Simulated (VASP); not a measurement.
# Sb: single point with PBEsol

Sb:

```
Sb
1.0
     3.35453    0.00000    0.00000
    -1.67727    2.90511    0.00000
     0.00000    0.00000    5.47016
Sb
2
Direct
  0.66667 0.33333 0.75000
  0.33333 0.66667 0.25000
```

- Program: VASP 6.6.1
- Task: single point
- Functional: PBEsol
- Potentials or basis: VASP PAW PBE potentials, release 64 (Sb)
- Cutoff: 520 eV
- k mesh: 5 × 5 × 3
- Occupations: fermi-dirac, width 0.05 eV
- Spin: no spin polarisation

```
Pressure               : -2.6 GPa
Band gap on the k mesh : zero (band 5 reaches 12.50 eV, above the bottom of band 6 at 6.79 eV)
```

Stress tensor (GPa, compression positive):
```
-4.21  0.00  0.00
 0.00 -4.21  0.00
 0.00  0.00  0.68
```

Levels at points of the mesh, in eV from the Fermi level:
```csv
k point,band 1,band 2,band 3,band 4,band 5,band 6,band 7,band 8,band 9,band 10
"(0.00, 0.00, 0.00)",-12.95,-9.13,-5.79,3.67,3.67,5.30,5.30,5.59,7.81,9.02
```

Wall time 7.9 s on 1 thread of Intel(R) Xeon(R) Platinum 8488C (Sapphire Rapids), with other jobs on the host, peak memory 0.17 GiB.

Caveat: the k points lie up to 0.43 Å⁻¹ apart; the PAW data sets were made with another functional, which shifts forces and pressure a little; spin-orbit coupling is left out, which moves the levels of the heavy elements.
